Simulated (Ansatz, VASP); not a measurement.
## Ir: VASP beside Ansatz

File INCAR:

```
SYSTEM = Ir
  PREC = Accurate
  ENCUT = 500
  EDIFF = 1E-6
  ISMEAR = 0
  SIGMA = 0.1
  LREAL = .False.
  LASPH = .True.
  NELM = 120
  ALGO = Normal
  ISIF = 2
  LWAVE = .False.
  LCHARG = .True.
  GGA = PE
  LELF = .True.
  LVHAR = .True.
  NBANDS = 16
  GGA_COMPAT = .False.
```

KPOINTS

```
Automatic mesh
0
Gamma
  6 6 6
  0 0 0
```

File POSCAR:

```
Ir
1.0
    0.0000000000      3.3615455570      3.3615455570
    3.3615455570      0.0000000000      3.3615455570
    3.3615455570      3.3615455570      0.0000000000
Ir
2
Direct
    0.0000000000      0.0000000000      0.0000000000
    0.2500000000      0.2500000000      0.2500000000
```

Input for Ansatz:

```yaml
crystal:
  lattice:
    - [0.0, 3.361545557, 3.361545557]
    - [3.361545557, 0.0, 3.361545557]
    - [3.361545557, 3.361545557, 0.0]
  atoms:
    - { symbol: Ir, position: [0.0, 0.0, 0.0] }
    - { symbol: Ir, position: [0.25, 0.25, 0.25] }
basis:
  ecutwfc: 420
kpoints:
  mp_grid: { grid: [6, 6, 6] }
hamiltonian:
  xc: pbe
scf:
  occupations: { method: gaussian, width: 0.1 }
output:
  forces: true
  stress: true
  eigenvalues: true
```

Alike in both runs: task single point; functional PBE; k mesh 6 × 6 × 6; occupations gaussian, width 0.1 eV; no spin polarisation.

```csv
,VASP,Ansatz
version,VASP 6.6.1,Ansatz 0.2.0
potentials or method,"VASP PAW PBE potentials, release 64 (Ir), cutoff 500 eV","scalar-relativistic, plane waves, PAW"
valence electrons in the cell,18,34
```

Ansatz gave:

- gap on the k mesh at the Fermi level (eV): none
- pressure (GPa): -23.3

Question: What did VASP give for the same quantities?

Answer: gap on the k mesh at the Fermi level (eV): none; pressure (GPa): -23.1.

A gap of «none» marks a metal or a gap that the smearing closes. VASP's potentials hold 18 valence electrons a cell and Ansatz's 34, so a difference there can come from the potentials and not from the codes.

Spin-orbit coupling is off throughout.
